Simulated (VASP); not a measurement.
# HOs12 (a cell with a defect) in VASP: single point with PBEsol

Aim: the single point of HOs12 (a cell with a defect) with PBEsol.

Everything below comes from runs of VASP 6.6.1. Logs are shortened: lines on timing, memory, paths and dates and some standing lists are left out, and cuts for length are marked.

### Step 1. The cell of the first run

The cell holds a defect, 13 atoms: a = 5.480 Å, b = 8.220 Å, c = 4.326 Å, α = 90.00°, β = 90.00°, γ = 120.00°.

### Step 2. Single point, PBEsol

INCAR reads:

```
SYSTEM = HOs12
PREC     = Accurate       ! precision mode
ENCUT    = 520            ! plane-wave cutoff, eV
EDIFF    = 1E-7           ! SCF threshold, eV
ISMEAR   = 0              ! smearing method
SIGMA    = 0.05           ! smearing width, eV
LREAL    = .FALSE.        ! projectors in reciprocal space
LASPH    = .TRUE.         ! aspherical terms in the spheres
NELM     = 100            ! most SCF steps
ALGO     = Normal         ! electronic algorithm
ISIF     = 2              ! what is computed and relaxed
LWAVE    = .FALSE.        ! write WAVECAR
LCHARG   = .FALSE.        ! write CHGCAR
GGA      = PS             ! functional
NBANDS   = 60             ! bands
```

KPOINTS reads:

```
regular mesh
0
G
  4 3 4
  0 0 0
```

POSCAR reads:

```
HOs12
1.0
    5.4800000000      0.0000000000      0.0000000000
   -4.1100000000      7.1187290000      0.0000000000
    0.0000000000      0.0000000000      4.3264600000
Os H
12 1
Direct
   -0.0136439540     -0.0172461966      0.0002191168
    0.1646646797      0.2216728576      0.5002191168
   -0.0087607910      0.3405235682      0.0002177300
    0.1642685831      0.5554887677      0.5002163432
    0.0051726265      0.6693583925      0.0002170366
    0.1650694848      0.8872471476      0.5002195791
    0.5005483718      0.0010625492      0.0002200413
    0.6665631165      0.2236114059      0.5002177300
    0.5220234581      0.3426714235      0.0002161120
    0.6682186783      0.5566974105      0.5002161120
    0.4975444693      0.6668434773      0.0002168054
    0.6624433667      0.8865222991      0.5002195791
    0.1667623856      0.2191955895      0.0002193479
```

Potentials or basis: VASP PAW PBE potentials, release 64 (Os, H).

Launch:

```sh
$ cat potpaw_PBE.64/Os/POTCAR potpaw_PBE.64/H/POTCAR > POTCAR
$ mpirun -np 1 vasp_std > vasp.out
```

OUTCAR:

```text
SYSTEM = HOs12
   PREC = Accurate
   ENCUT = 520
   EDIFF = 1E-7
   ISMEAR = 0
   LREAL = .FALSE.
   LASPH = .TRUE.
   NELM = 100
   ISIF = 2
   GGA = PS

 ion  position               nearest neighbor table
   1  0.986  0.983  0.000-  13 1.68   5 2.63  11 2.64   6 2.65   6 2.65  12 2.66  12 2.66   7 2.74
                             7 2.75   2 2.75   2 2.75   3 2.93   9 2.95
   2  0.165  0.222  0.500-   3 2.73   3 2.73   8 2.74   8 2.74   4 2.75   9 2.75   9 2.75   6 2.75
                             1 2.75   1 2.75  12 2.75  10 2.76
   3  0.991  0.341  0.000-  13 1.70   9 2.58   4 2.65   4 2.65   8 2.66   8 2.66   5 2.67  11 2.73
                             2 2.73   2 2.73   7 2.74   9 2.90   1 2.93
   4  0.164  0.555  0.500-   3 2.65   3 2.65   5 2.67   5 2.67  11 2.68  11 2.68  10 2.72   6 2.72
                            12 2.73   8 2.73   2 2.75  10 2.76
   5  0.005  0.669  0.000-   1 2.63   6 2.66   6 2.66   3 2.67   9 2.67   4 2.67   4 2.67  10 2.69
                            10 2.69  11 2.71   7 2.72  11 2.77
   6  0.165  0.887  0.500-   1 2.65   1 2.65   5 2.66   5 2.66   7 2.69   7 2.69  10 2.72   4 2.72
                            12 2.73   2 2.75  12 2.75   8 2.76
   7  0.501  0.001  0.000-  12 2.68  12 2.68   8 2.68   8 2.68   6 2.69   6 2.69   5 2.72  11 2.74
                             1 2.74   3 2.74   1 2.75   9 2.75
   8  0.667  0.224  0.500-   9 2.65   9 2.65   3 2.66   3 2.66   7 2.68   7 2.68   4 2.73  10 2.73
                             2 2.74   2 2.74   6 2.76  12 2.76
   9  0.522  0.343  0.000-  13 1.69   3 2.58  10 2.65  10 2.65   8 2.65   8 2.65   5 2.67  11 2.73
                             2 2.75   2 2.75   7 2.75   3 2.90   1 2.95
  10  0.668  0.557  0.500-   9 2.65   9 2.65  11 2.69  11 2.69   5 2.69   5 2.69   6 2.72   4 2.72
                            12 2.73   8 2.73   4 2.76   2 2.76
  11  0.498  0.667  0.000-   1 2.64  12 2.67  12 2.67   4 2.68   4 2.68  10 2.69  10 2.69   5 2.71
                             3 2.73   9 2.73   7 2.74   5 2.77
  12  0.662  0.887  0.500-   1 2.66   1 2.66  11 2.67  11 2.67   7 2.68   7 2.68   4 2.73  10 2.73
                             6 2.73   6 2.75   2 2.75   8 2.76
  13  0.167  0.219  0.000-   1 1.68   9 1.69   3 1.70

  LATTYP: Found a simple monoclinic cell.
 ALAT       =     5.4800000000
 B/A-ratio  =     0.7895000000
 C/A-ratio  =     1.3228756879
 COS(beta)  =    -0.1889822319

  Lattice vectors:

 A1 = (   5.4800000000,   0.0000000000,   0.0000000000)
 A2 = (   0.0000000000,   0.0000000000,   4.3264600000)
 A3 = (  -1.3700000000,  -7.1187290000,   0.0000000000)

Analysis of symmetry for initial positions (statically):
=====================================================================
 Subroutine PRICEL returns:
 Original cell was already a primitive cell.

 Routine SETGRP: Setting up the symmetry group for a
 simple monoclinic supercell.

 Subroutine GETGRP returns: Found  2 space group operations
 (whereof  1 operations were pure point group operations)
 out of a pool of  4 trial point group operations.

The static configuration has the point symmetry C_1 .
 The point group associated with its full space group is C_1h.

Analysis of symmetry for dynamics (positions and initial velocities):
=====================================================================
 Subroutine PRICEL returns:
 Original cell was already a primitive cell.

 Routine SETGRP: Setting up the symmetry group for a
 simple monoclinic supercell.

 Subroutine GETGRP returns: Found  2 space group operations
 (whereof  1 operations were pure point group operations)
 out of a pool of  4 trial point group operations.

The dynamic configuration has the point symmetry C_1 .
 The point group associated with its full space group is C_1h.

 Subroutine INISYM returns: Found  2 space group operations
 (whereof  1 operations are pure point group operations),
 and found     1 'primitive' translations

----------------------------------------------------------------------------------------

                                     Primitive cell

  volume of cell :     168.7780

  direct lattice vectors                    reciprocal lattice vectors
     5.480000000  0.000000000  0.000000000     0.182481752  0.105355886  0.000000000
    -4.110000000  7.118729000  0.000000000     0.000000000  0.140474514  0.000000000
     0.000000000  0.000000000  4.326460000     0.000000000  0.000000000  0.231135848

  length of vectors
     5.480000000  8.220000157  4.326460000     0.210711776  0.140474514  0.231135848
[... 45 lines left out ...]
     0.000000000  0.000000000  0.057783962     0.000000000  0.000000000  0.250000000

  Length of vectors
     0.052677944  0.046824838  0.057783962

  Shift w.r.t. Gamma in fractional coordinates (k-lattice)
     0.000000000  0.000000000  0.000000000

 Subroutine IBZKPT returns following result:
 ===========================================

 Found     21 irreducible k-points:

 Following reciprocal coordinates:
            Coordinates               Weight
  0.000000  0.000000  0.000000      1.000000
  0.250000  0.000000  0.000000      2.000000
  0.500000  0.000000  0.000000      1.000000
  0.000000  0.333333  0.000000      2.000000
  0.250000  0.333333  0.000000      2.000000
  0.500000  0.333333  0.000000      2.000000
[... 13 lines left out ...]
  0.500000  0.333333  0.500000      2.000000
 -0.250000  0.333333  0.500000      2.000000
   k-points           NKPTS =     21   k-points in BZ     NKDIM =     21   number of bands    NBANDS=     60
   number of dos      NEDOS =    301   number of ions     NIONS =     13
   total plane-waves  NPLWV =  86016
   dimension x,y,z NGX =    42 NGY =   64 NGZ =   32
   dimension x,y,z NGXF=    84 NGYF=  128 NGZF=   64
   ions per type =              12   1
   NGX,Y,Z   is equivalent  to a cutoff of  12.74, 12.94, 12.30 a.u.
   NGXF,Y,Z  is equivalent  to a cutoff of  25.48, 25.89, 24.59 a.u.
 SYSTEM =  HOs12
   PREC   = accura    normal or accurate (medium, high low for compatibility)
   ISTART =      0    job   : 0-new  1-cont  2-samecut
   ICHARG =      2    charge: 1-file 2-atom 10-const
   ISPIN  =      1    spin polarized calculation?
   LNONCOLLINEAR =      F non collinear calculations
   LSORBIT =      F    spin-orbit coupling
   LASPH  =      T    aspherical Exc in radial PAW
   ENCUT  =  520.0 eV  38.22 Ry    6.18 a.u.  10.19 15.28  8.04*2*pi/ulx,y,z
   NELM   =    100;   NELMIN=  2; NELMDL= -5     # of ELM steps
   EDIFF  = 0.1E-06   stopping-criterion for ELM
   LREAL  =      F    real-space projection
   EDIFFG = 0.1E-05   stopping-criterion for IOM
   NSW    =      0    number of steps for IOM
   IBRION =     -1    ionic relax: 0-MD 1-quasi-New 2-CG
   NFREE  =      0    steps in history (QN), initial steepest desc. (CG)
   ISIF   =      2    stress and relaxation
   ISYM   =      2    0-nonsym 1-usesym 2-fastsym
   POTIM  = 0.5000    time-step for ionic-motion
   TEBEG  =    0.0;   TEEND  =   0.0 temperature during run
   PSTRESS=    0.0 pullay stress
   NELECT =      97.0000    total number of electrons
   NUPDOWN=      -1.0000    fix difference up-down
   EMIN   =  10.00;   EMAX   =-10.00  energy-range for DOS
   EFERMI =   0.00;   METHOD = LEGACY
   ISMEAR =     0;   SIGMA  =   0.05  broadening in eV -4-tet -1-fermi 0-gaus
   EFERMI_NEDOS =   21; number of points for ismear=-14 and -15
   IALGO  =     38    algorithm
   IMIX   =      4    mixing-type and parameters
     AMIX     =   0.40;   BMIX     =  1.00
     AMIX_MAG =   1.60;   BMIX_MAG =  1.00
  volume/ion in A,a.u.               =      12.98        87.61
  Fermi-wavevector in a.u.,A,eV,Ry     =   1.361111  2.572127 25.206464  1.852623
  Thomas-Fermi vector in A             =   2.487715
   LORBIT       =      0    0 simple, 1 ext, 2 COOP (PROOUT), +10 PAW based schemes
   GGA     = PS    functional components
   LHFCALC =     F    Hartree Fock is set to
   AEXX    =    0.0000 exact exchange contribution
   IVDW    =     0    specifies the selected vdW correction
   LEPSILON=     F    determine dielectric tensor
   LRPA    =     F    only Hartree local field effects (RPA)
 non-spin polarized calculation
 Gauss-broadening in eV      SIGMA  =   0.05
  energy-cutoff  :      520.00
  volume of cell :      168.78
 maximum number of plane-waves:      4560
 NGX is ok and might be reduce to    42
   NGX = 21   NGY = 31   NGZ = 17

 number of electron      96.9999995 magnetization

 Free energy of the ion-electron system (eV)
  ---------------------------------------------------
  ext. energy  EPLUGINS =         0.00000000
  ---------------------------------------------------
  free energy    TOTEN  =      -148.80024630 eV

  energy without entropy =     -148.79464990  energy(sigma->0) =     -148.79744810

 E-fermi :   9.4937     XC(G=0): -14.1628

 val. band max:        9.4843075332   @ k =   0.0000   0.0000   0.2500
 cond. band min:       9.5530218336   @ k =   0.0000   0.0000   0.2500
 fundamental gap:      0.0687143004
 Fermi energy:         9.4936784612

 k-point     1 :       0.0000    0.0000    0.0000
  band No.  band energies     occupation
      1      -2.5470      2.00000
      2      -0.5019      2.00000
      3       1.5229      2.00000
      4       1.5733      2.00000
      5       1.8627      2.00000
      6       2.1956      2.00000
[... 1312 lines left out ...]
     59      11.4198      0.00000
     60      11.4438      0.00000

------------------------ aborting loop because EDIFF is reached ----------------------------------------

  FORCE on cell =-STRESS in cart. coord.  units (eV):
  Direction    XX          YY          ZZ          XY          YZ          ZX
  --------------------------------------------------------------------------------------
  -------------------------------------------------------------------------------------
  Total        5.0053603      5.8472981      0.3791158      0.3490779      0.0000000      0.0000000
  in kB       47.5149433     55.5073003      3.5988754      3.3137308      0.0000000      0.0000000
  external PRESSURE =      35.5403730 kB  Pullay stress =       0.0000000 kB

 VOLUME and BASIS-vectors are now :
 -----------------------------------------------------------------------------
  energy-cutoff  :      520.00
  volume of cell :      168.78
      direct lattice vectors                 reciprocal lattice vectors
     5.480000000  0.000000000  0.000000000     0.182481752  0.105355886  0.000000000
    -4.110000000  7.118729000  0.000000000     0.000000000  0.140474514  0.000000000
     0.000000000  0.000000000  4.326460000     0.000000000  0.000000000  0.231135848

 POSITION                                       TOTAL-FORCE (eV/Angst)
 -----------------------------------------------------------------------------------
      1.36611      6.99596      0.00095        -0.014943     -0.136287      0.000000
     -0.00871      1.57803      2.16418         0.012895     -0.011247      0.000000
      4.03244      2.42410      0.00094        -0.098459      0.068441      0.000000
     -1.38287      3.95437      2.16417         0.023690      0.001836      0.000000
     -2.72272      4.76498      0.00094         0.001058      0.014505      0.000000
     -2.74200      6.31607      2.16418         0.006771      0.000099      0.000000
      2.73864      0.00756      0.00095        -0.005286     -0.011047      0.000000
      2.73372      1.59183      2.16417         0.013071     -0.013482      0.000000
      1.45231      2.43938      0.00093         0.069734      0.076181      0.000000
      1.37381      3.96298      2.16416         0.002996      0.003582      0.000000
     -0.01418      4.74708      0.00094        -0.019134      0.009087      0.000000
     -0.01342      6.31091      2.16418         0.005422     -0.015344      0.000000
      0.01296      1.56039      0.00095         0.002186      0.013675      0.000000
 -----------------------------------------------------------------------------------
    total drift:                                0.000097     -0.000010      0.003122

  FREE ENERGIE OF THE ION-ELECTRON SYSTEM (eV)
  ---------------------------------------------------
  free  energy   TOTEN  =      -148.8002463030 eV

  energy  without entropy=     -148.7946499038  energy(sigma->0) =     -148.79744810
```

It took 3.2 min on 1 thread of AMD EPYC 9R45 (Zen 5), shared host; peak memory 0.34 GiB.

What came out:

* Free energy: -148.8002 eV
* Pressure: 3.6 GPa
* Largest force: 0.137 eV/Å
* Band gap on the k mesh: zero (an odd number of electrons rules out a gap without spin polarisation)

Forces in eV/Å, atoms in the order of the input:
```
Os  -0.015 -0.136  0.000
Os   0.013 -0.011  0.000
Os  -0.098  0.068  0.000
Os   0.024  0.002  0.000
Os   0.001  0.015  0.000
Os   0.007  0.000  0.000
Os  -0.005 -0.011  0.000
Os   0.013 -0.013  0.000
Os   0.070  0.076  0.000
Os   0.003  0.004  0.000
Os  -0.019  0.009  0.000
Os   0.005 -0.015  0.000
H    0.002  0.014  0.000
```

Stress tensor (GPa, compression positive):
```
4.75 0.33 0.00
0.33 5.55 0.00
0.00 0.00 0.36
```

Caveat: the k points lie up to 0.36 Å⁻¹ apart, too coarse for converged energies and pressures of a metal; the PAW data sets were made with another functional, which shifts forces and pressure a little; spin-orbit coupling is left out, which moves the levels of the heavy elements.

The gap in the log of VASP goes by the Fermi energy; the results here count the filled bands.